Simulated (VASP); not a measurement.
Here is a VASP 6.6.1 calculation.

File INCAR:

```
SYSTEM = Ga2SiS
PREC = Accurate ; ENCUT = 600
EDIFF = 1E-6 ; ISMEAR = 0
SIGMA = 0.1 ; LREAL = .FALSE.
LASPH = .TRUE. ; NELM = 100
ALGO = Normal ; ISIF = 3
LWAVE = .FALSE. ; LCHARG = .FALSE.
GGA = PE ; IBRION = 2
NSW = 100 ; EDIFFG = -0.01
```

KPOINTS

```
Automatic mesh
0
G
  12 12 10
  0 0 0
```

POSCAR

```
Ga2SiS
1.0
    3.7814874962      0.0000000000      0.0000000000
    0.0000000000      3.7814874962      0.0000000000
    0.0000000000      0.0000000000      5.2146298240
Ga Si S
2 1 1
Direct
    0.0000000000      0.5000000000      0.5000000000
    0.5000000000      0.0000000000      0.5000000000
    0.5000000000      0.5000000000      0.0000000000
    0.0000000000      0.0000000000      0.0000000000
```

Potentials or basis: VASP PAW PBE potentials, release 64 (Ga_d, Si, S).

The run is started by

```sh
$ cat potpaw_PBE.64/Ga_d/POTCAR potpaw_PBE.64/Si/POTCAR potpaw_PBE.64/S/POTCAR > POTCAR
$ mpirun -np 1 vasp_std > vasp.out
```

(1) Estimate the relaxed volume.

(2) What does it give for the band gap on the k mesh?

(3) Estimate the relaxed cell.

(4) What does it give for the space group after relaxing (to 0.05 Å)?

## Answers

(1) 18.61 Å³/atom.

(2) zero (band 18 reaches 7.58 eV, above the bottom of band 19 at 4.19 eV).

(3) a = 3.749 Å, b = 3.749 Å, c = 5.296 Å, α = 90.00°, β = 90.00°, γ = 90.00°.

(4) P4/mmm (No. 123).
